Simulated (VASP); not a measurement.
A run of VASP 6.6.1 is set up as follows.

File INCAR:

```
ALGO     = Normal         # electronic algorithm
EDIFF    = 1E-7           # SCF threshold, eV
ENCUT    = 520            # plane-wave cutoff, eV
GGA      = CA             # functional
ISIF     = 2              # what is computed and relaxed
ISMEAR   = 0              # smearing method
LASPH    = T              # aspherical terms in the spheres
LCHARG   = F              # write CHGCAR
LREAL    = F              # projectors in reciprocal space
LWAVE    = F              # write WAVECAR
NBANDS   = 25             # bands
NELM     = 100            # most SCF steps
PREC     = Accurate       # precision mode
SIGMA    = 0.05           # smearing width, eV
```

Contents of KPOINTS:

```
k-points
0
Gamma
  6 6 6
```

Contents of POSCAR:

```
BaLiF3
1.0
    3.9287529154      0.0000000000      0.0000000000
    0.0000000000      3.9287529154      0.0000000000
    0.0000000000      0.0000000000      3.8689241908
Ba Li F
1 1 3
Direct
    0.0000000000      0.0000000000      0.0000000000
    0.5000000000      0.5000000000      0.5000000000
    0.0000000000      0.5000000000      0.5000000000
    0.5000000000      0.5000000000      0.0000000000
    0.5000000000      0.0000000000      0.5000000000
```

Potentials or basis: VASP PAW LDA potentials, release 64 (Ba_sv, Li_sv, F).

The run is started by

```sh
$ cat potpaw_LDA.64/Ba_sv/POTCAR potpaw_LDA.64/Li_sv/POTCAR potpaw_LDA.64/F/POTCAR > POTCAR
$ mpirun -np 1 vasp_std > vasp.out
```

Task: Predict the band gap on the k mesh.

Result: 6.46 eV.

Caveat: the cell differs from its parent crystal (strain -0.015 along x and y, -0.030 along z); spin-orbit coupling is left out, which moves the levels of the heavy elements. A k mesh can miss the band edges.
